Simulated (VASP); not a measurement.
# Sr (P2_1/m) in VASP: notebook, part 2 of 2

VASP 6.6.1. The steps go on from the part before.

## 5. Single point, LDA (atoms displaced along a vibrational mode, the cell strained)

Input file INCAR:

```
ALGO     = Fast           # electronic algorithm
EDIFF    = 1E-6           # SCF threshold, eV
ENCUT    = 520            # plane-wave cutoff, eV
ISIF     = 2              # what is computed and relaxed
ISMEAR   = 0              # smearing method
LASPH    = T              # aspherical terms in the spheres
LCHARG   = T              # write CHGCAR
LELF     = T              # ELF
LREAL    = F              # projectors in reciprocal space
LVHAR    = T            
LWAVE    = F              # write WAVECAR
NBANDS   = 17             # bands
NELM     = 100            # most SCF steps
PREC     = Accurate       # precision mode
SIGMA    = 0.15           # smearing width, eV
```

Input file KPOINTS:

```
k-points
0
Gamma
  12 12 8
```

Input file POSCAR:

```
Sr
1.0
    4.2940391435      0.0000000000      0.0000000000
   -2.1470195718      3.5528298300      0.0000000000
    0.0000000000      0.0000000000      6.7154259278
Sr
2
Direct
    0.2195721696      0.6666666667      0.2500000000
    0.7804278304      0.3333333333      0.7500000000
```

On the command line:

```console
$ cat potpaw_LDA.64/Sr_sv/POTCAR > POTCAR
$ mpirun -np 1 vasp_std > vasp.out
```

It took 5.5 min on 1 thread of AMD EPYC 9R45 (Zen 5), shared host; peak memory 0.57 GiB.

Results (log left out):

| Item | Value |
| --- | --- |
| Free energy | -3.6342 eV |
| Pressure | -0.5 GPa |
| Largest force | 0.340 eV/Å |
| Band gap on the k mesh | zero (bands 10 and 11 overlap by 0.54 eV) |

Forces in eV/Å, atoms in the order of the input:
```
Sr   0.256  0.223  0.000
Sr  -0.256 -0.223  0.000
```

Stress tensor (GPa, compression positive):
```
-1.81  1.00  0.00
 1.00 -0.57  0.00
 0.00  0.00  0.94
```

Levels at points of the mesh, in eV from the Fermi level:
| k point | band 6 | band 7 | band 8 | band 9 | band 10 | band 11 | band 12 | band 13 | band 14 | band 15 |
| --- | --- | --- | --- | --- | --- | --- | --- | --- | --- | --- |
| (0.00, 0.00, 0.00) | -18.29 | -18.28 | -18.26 | -3.71 | -1.07 | 0.38 | 1.61 | 2.17 | 2.67 | 2.72 |
| (0.50, 0.00, 0.00) | -18.35 | -18.32 | -18.31 | -0.90 | -0.74 | 0.44 | 0.63 | 0.80 | 1.35 | 2.48 |
| (0.50, 0.50, 0.00) | -18.40 | -18.33 | -18.25 | -1.47 | -0.32 | -0.21 | 0.04 | 2.22 | 2.38 | 2.76 |
| (0.00, 0.50, 0.00) | -18.37 | -18.36 | -18.31 | -0.99 | -0.38 | 0.09 | 0.65 | 1.37 | 1.47 | 2.80 |
| (0.00, 0.00, 0.50) | -18.31 | -18.29 | -18.29 | -2.67 | -2.67 | 1.26 | 1.26 | 2.24 | 2.24 | 2.60 |
| (0.50, 0.00, 0.50) | -18.35 | -18.33 | -18.33 | -0.95 | -0.95 | 0.58 | 0.58 | 0.95 | 0.95 | 3.37 |
| (0.50, 0.50, 0.50) | -18.44 | -18.33 | -18.33 | -0.60 | -0.60 | -0.11 | -0.11 | 1.58 | 1.58 | 3.40 |
| (0.00, 0.50, 0.50) | -18.40 | -18.32 | -18.32 | -0.80 | -0.80 | 0.44 | 0.44 | 1.12 | 1.12 | 3.54 |

Caveat: the cell differs from its parent crystal (atoms displaced along a vibrational mode, the cell strained).

## 6. Single point, LDA (atoms displaced along a vibrational mode, the cell strained)

Input file INCAR:

```
SYSTEM = Sr
PREC = Accurate ; ENCUT = 520
EDIFF = 1E-7 ; ISMEAR = 0
SIGMA = 0.15 ; LREAL = .False.
LASPH = .True. ; NELM = 80
ALGO = Fast ; ISIF = 2
LWAVE = .False. ; LCHARG = .False.
GGA = CA ; NBANDS = 17
```

Input file KPOINTS:

```
Automatic mesh
0
Gamma
  12 12 8
  0 0 0
```

Input file POSCAR:

```
Sr
1.0
    4.3896263337      0.0000000000      0.0000000000
   -2.1948131669      3.5528298300      0.0000000000
    0.0000000000      0.0000000000      6.7154259278
Sr
2
Direct
    0.1627037756      0.6666666667      0.2500000000
    0.8372962244      0.3333333333      0.7500000000
```

Potentials or basis: VASP PAW LDA potentials, release 64 (Sr_sv).

On the command line:

```console
$ cat potpaw_LDA.64/Sr_sv/POTCAR > POTCAR
$ mpirun -np 1 vasp_std > vasp.out
```

It took 7.8 min on 1 thread of AMD EPYC 9R45 (Zen 5), shared host; peak memory 0.58 GiB.

It converged, with:

| Property | Result |
| --- | --- |
| Free energy | -3.4723 eV |
| Pressure | -0.6 GPa |
| Largest force | 0.467 eV/Å |
| Band gap on the k mesh | zero (bands 10 and 11 overlap by 0.46 eV) |

Forces on the atoms (eV/Å):
```
Sr   0.242  0.400  0.000
Sr  -0.242 -0.400  0.000
```

Stress tensor (GPa, compression positive):
```
-2.79  0.79  0.00
 0.79 -0.84  0.00
 0.00  0.00  1.97
```

Levels at points of the mesh, in eV from the Fermi level:
| k point | band 8 | band 9 | band 10 | band 11 | band 12 | band 13 |
| --- | --- | --- | --- | --- | --- | --- |
| (0.00, 0.00, 0.00) | -18.30 | -3.65 | -0.95 | 0.44 | 1.38 | 2.22 |
| (0.50, 0.00, 0.00) | -18.33 | -1.12 | -0.52 | 0.08 | 0.92 | 0.99 |
| (0.50, 0.50, 0.00) | -18.29 | -1.51 | -0.36 | -0.16 | 0.13 | 2.12 |
| (0.00, 0.50, 0.00) | -18.32 | -0.89 | -0.34 | 0.16 | 0.83 | 1.14 |
| (0.00, 0.00, 0.50) | -18.36 | -2.60 | -2.60 | 1.18 | 1.18 | 2.10 |
| (0.50, 0.00, 0.50) | -18.38 | -0.87 | -0.87 | 0.32 | 0.32 | 1.08 |
| (0.50, 0.50, 0.50) | -18.38 | -0.45 | -0.45 | -0.26 | -0.26 | 1.42 |
| (0.00, 0.50, 0.50) | -18.39 | -0.76 | -0.76 | 0.50 | 0.50 | 1.12 |

Caveat: the cell differs from its parent crystal (atoms displaced along a vibrational mode, the cell strained).

## 7. The runs side by side

| cell | further INCAR settings | gap on the mesh (eV) | pressure (GPa) | largest force (eV/Å) |
| --- | --- | --- | --- | --- |
| a = 4.390, b = 4.176, c = 6.715 Å, angles 90.0, 90.0, 121.7°, 2 atoms, atomic positions A | ALGO = Fast; EDIFF = 1e-06; NBANDS = 17 | none | -0.7 | 0.34 |
| a = 3.815, b = 4.033, c = 6.715 Å, angles 90.0, 90.0, 118.2°, 2 atoms, atomic positions B | ALGO = Fast; EDIFF = 1e-06; NBANDS = 17 | none | 0.9 | 0.37 |
| a = 3.815, b = 4.033, c = 6.715 Å, angles 90.0, 90.0, 118.2°, 2 atoms, atomic positions C | ALGO = Fast; EDIFF = 1e-06; NBANDS = 17 | none | 1.0 | 0.17 |
| a = 4.294, b = 4.151, c = 6.715 Å, angles 90.0, 90.0, 121.1°, 2 atoms, atomic positions A | ALGO = Fast; EDIFF = 1e-06; NBANDS = 17 | none | -0.5 | 0.34 |
| a = 4.390, b = 4.176, c = 6.715 Å, angles 90.0, 90.0, 121.7°, 2 atoms, atomic positions B | ALGO = Fast; EDIFF = 1e-07; NBANDS = 17 | none | -0.6 | 0.47 |

Alike in all rows: task single point; level LDA; potentials or basis VASP PAW LDA potentials, release 64 (Sr_sv); no spin polarisation; k mesh 12 × 12 × 8; cutoff (eV) 520; smearing gaussian 0.15 eV.

Total energies depend on the potentials used, so only differences within one code and one set of settings carry meaning.
